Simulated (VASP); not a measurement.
# TiO2 (P4_2/mnm) in VASP: notebook, part 3 of 3

VASP 6.6.1. The steps go on from the part before.

## (4) Single point, LDA (equal xx and yy strain of -1 %)

File INCAR:

```
SYSTEM = TiO2
ALGO = Normal
EDIFF = 1E-7
ENCUT = 520
ISIF = 2
ISMEAR = -1
LASPH = .TRUE.
LCHARG = .FALSE.
LREAL = .FALSE.
LWAVE = .FALSE.
NBANDS = 33
NELM = 100
PREC = Accurate
SIGMA = 0.05
```

File KPOINTS:

```
k-points
0
G
  7 7 10
  0 0 0
```

File POSCAR:

```
TiO2
1.0
    4.5480600000      0.0000000000      0.0000000000
    0.0000000000      4.5480600000      0.0000000000
    0.0000000000      0.0000000000      2.9590000000
Ti O
2 4
Direct
    0.0000000000      0.0000000000      0.0000000000
    0.5000000000      0.5000000000      0.5000000000
    0.3060000000      0.3060000000      0.0000000000
    0.1940000000      0.8060000000      0.5000000000
    0.6940000000      0.6940000000      0.0000000000
    0.8060000000      0.1940000000      0.5000000000
```

Potentials or basis: VASP PAW LDA potentials, release 64 (Ti_sv, O).

The run is started by

```console
$ cat potpaw_LDA.64/Ti_sv/POTCAR potpaw_LDA.64/O/POTCAR > POTCAR
$ mpirun -np 1 vasp_std > vasp.out
```

OUTCAR:

```text
SYSTEM = TiO2
   EDIFF = 1E-7
   ENCUT = 520
   ISIF = 2
   ISMEAR = -1
   LASPH = .TRUE.
   LREAL = .FALSE.
   NELM = 100
   PREC = Accurate

 ion  position               nearest neighbor table
   1  0.000  0.000  0.000-   4 1.94   6 1.94   4 1.94   6 1.94   5 1.97   3 1.97
   2  0.500  0.500  0.500-   3 1.94   5 1.94   3 1.94   5 1.94   4 1.97   6 1.97
   3  0.306  0.306  0.000-   2 1.94   2 1.94   1 1.97
   4  0.194  0.806  0.500-   1 1.94   1 1.94   2 1.97
   5  0.694  0.694  0.000-   2 1.94   2 1.94   1 1.97
   6  0.806  0.194  0.500-   1 1.94   1 1.94   2 1.97

  LATTYP: Found a simple tetragonal cell.
 ALAT       =     4.5480600000
 C/A-ratio  =     0.6506070720

  Lattice vectors:

 A1 = (   4.5480600000,   0.0000000000,   0.0000000000)
 A2 = (   0.0000000000,   4.5480600000,   0.0000000000)
 A3 = (   0.0000000000,   0.0000000000,   2.9590000000)

Analysis of symmetry for initial positions (statically):
=====================================================================
 Subroutine PRICEL returns:
 Original cell was already a primitive cell.

[... 182 lines left out ...]
 cond. band min:       6.6259796851   @ k =   0.0000   0.0000   0.0000
 fundamental gap:      1.8494172549
 Fermi energy:         5.6711145619

 k-point     1 :       0.0000    0.0000    0.0000
  band No.  band energies     occupation
      1     -51.3500      2.00000
      2     -51.3290      2.00000
      3     -28.0807      2.00000
      4     -28.0807      2.00000
      5     -27.8934      2.00000
      6     -27.8934      2.00000
[... 853 lines left out ...]
     32      10.3398      0.00000
     33      11.2451      0.00000

 [... further k-points ...]

------------------------ aborting loop because EDIFF is reached ----------------------------------------

  FORCE on cell =-STRESS in cart. coord.  units (eV):
  Direction    XX          YY          ZZ          XY          YZ          ZX
  --------------------------------------------------------------------------------------
  -------------------------------------------------------------------------------------
  Total       -0.3612004     -0.3612004     -1.9614914     -0.0000000      0.0000000      0.0000000
  in kB       -9.4549987     -9.4549987    -51.3451762     -0.0000000      0.0000000      0.0000000
  external PRESSURE =     -23.4183912 kB  Pullay stress =       0.0000000 kB

 VOLUME and BASIS-vectors are now :
 -----------------------------------------------------------------------------
  energy-cutoff  :      520.00
  volume of cell :       61.21
      direct lattice vectors                 reciprocal lattice vectors
     4.548060000  0.000000000  0.000000000     0.219873968  0.000000000  0.000000000
     0.000000000  4.548060000  0.000000000     0.000000000  0.219873968  0.000000000
     0.000000000  0.000000000  2.959000000     0.000000000  0.000000000  0.337952011

 POSITION                                       TOTAL-FORCE (eV/Angst)
 -----------------------------------------------------------------------------------
      0.00000      0.00000      0.00000         0.000000     -0.000000      0.000000
      2.27403      2.27403      1.47950         0.000000     -0.000000      0.000000
      1.39171      1.39171      0.00000        -0.163881     -0.163881     -0.000000
      0.88232      3.66574      1.47950         0.163881     -0.163881     -0.000000
      3.15635      3.15635      0.00000         0.163881      0.163881      0.000000
      3.66574      0.88232      1.47950        -0.163881      0.163881      0.000000
 -----------------------------------------------------------------------------------
    total drift:                               -0.000000      0.000000      0.000000

  FREE ENERGIE OF THE ION-ELECTRON SYSTEM (eV)
  ---------------------------------------------------
  free  energy   TOTEN  =       -58.7619603637 eV

  energy  without entropy=      -58.7619603631  energy(sigma->0) =      -58.76196036
```

stdout:

```text
POSCAR found type information on POSCAR TiO
 POSCAR found :  2 types and       6 ions
 scaLAPACK will be used
 LDA part: xc-table for (Slater(with rela. corr.)+CA(PZ))
 , standard interpolation
 POSCAR, INCAR and KPOINTS ok, starting setup
 FFT: planning ... GRIDC
 FFT: planning ... GRID_SOFT
 FFT: planning ... GRID
 WAVECAR not read
 entering main loop
```

Run time: 78 s. Hardware: 1 thread of AMD EPYC 9R45 (Zen 5), shared host; peak memory 0.18 GiB.

Results:

| Quantity | Value |
| --- | --- |
| Free energy | -58.7620 eV |
| Pressure | -2.3 GPa |
| Largest force | 0.232 eV/Å |
| Band gap on the k mesh | 1.85 eV |

Forces in eV/Å, atoms in the order of the input:
```
Ti   0.000  0.000  0.000
Ti   0.000  0.000  0.000
O   -0.164 -0.164  0.000
O    0.164 -0.164  0.000
O    0.164  0.164  0.000
O   -0.164  0.164  0.000
```

Caveat: the cell differs from its parent crystal (equal xx and yy strain of -1 %); an odd mesh through Γ misses points on the zone boundary, where band edges can lie.

## (5) Single point, LDA (zz strain of +1 %)

File INCAR:

```
PREC = Accurate
ENCUT = 520
EDIFF = 1E-7
ISMEAR = -1
SIGMA = 0.05
LREAL = False
LASPH = True
NELM = 60
ALGO = Normal
ISIF = 2
LWAVE = False
LCHARG = False
NBANDS = 33
```

File KPOINTS:

```
Automatic mesh
0
Gamma
  7 7 10
```

Changes to POSCAR since step 4:

```diff
@@ -2,5 +2,5 @@
 1.0
-    4.5480600000      0.0000000000      0.0000000000
-    0.0000000000      4.5480600000      0.0000000000
-    0.0000000000      0.0000000000      2.9590000000
+    4.5940000000      0.0000000000      0.0000000000
+    0.0000000000      4.5940000000      0.0000000000
+    0.0000000000      0.0000000000      2.9885900000
 Ti O
```

The run is started by

```console
$ cat potpaw_LDA.64/Ti_sv/POTCAR potpaw_LDA.64/O/POTCAR > POTCAR
$ mpirun -np 1 vasp_std > vasp.out
```

Wall time 79 s (1 thread of AMD EPYC 9R45 (Zen 5), shared host); peak memory 0.19 GiB.

It converged, with:

```
Free energy            : -58.6954 eV
Pressure               : -9.4 GPa
Largest force          : 0.079 eV/Å
Band gap on the k mesh : 1.78 eV
```

Forces on the atoms (eV/Å):
```
Ti   0.000  0.000  0.000
Ti   0.000  0.000  0.000
O   -0.056 -0.056  0.000
O    0.056 -0.056  0.000
O    0.056  0.056  0.000
O   -0.056  0.056  0.000
```

Stress tensor (GPa, compression positive):
```
 -7.42   0.00   0.00
  0.00  -7.42   0.00
  0.00   0.00 -13.40
```

Levels at points of the mesh, in eV from the valence-band top:
| k point | band 22 | band 23 | band 24 | band 25 | band 26 | band 27 |
| --- | --- | --- | --- | --- | --- | --- |
| (0.00, 0.00, 0.00) | -0.43 | -0.43 | 0.00 | 1.78 | 2.10 | 2.28 |
| (0.00, 0.00, 0.50) | -2.42 | -1.43 | -1.43 | 2.86 | 2.86 | 2.95 |

Caveat: the cell differs from its parent crystal (zz strain of +1 %); the cell stands under tension; an odd mesh through Γ misses points on the zone boundary, where band edges can lie.

## (6) Summary

```tsv
cell	gap on the mesh (eV)	pressure (GPa)	largest force (eV/Å)
a = 4.456, b = 4.456, c = 2.959 Å, 6 atoms	1.91	7.8	0.39
a = 4.594, b = 4.594, c = 2.900 Å, 6 atoms	1.92	-0.8	0.28
a = 4.548, b = 4.548, c = 2.959 Å, 6 atoms	1.85	-2.3	0.23
a = 4.594, b = 4.594, c = 2.989 Å, 6 atoms	1.78	-9.4	0.08
```

Alike in all rows: task single point; level LDA; potentials or basis VASP PAW LDA potentials, release 64 (Ti_sv, O); no spin polarisation; k mesh 7 × 7 × 10; cutoff (eV) 520; smearing fermi-dirac 0.05 eV.

Caveats: an odd mesh through Γ misses points on the zone boundary, where band edges can lie; the cell stands under pressure (at least some runs); the cell stands under tension (at least some runs).

Total energies depend on the potentials used, so only differences within one code and one set of settings carry meaning.
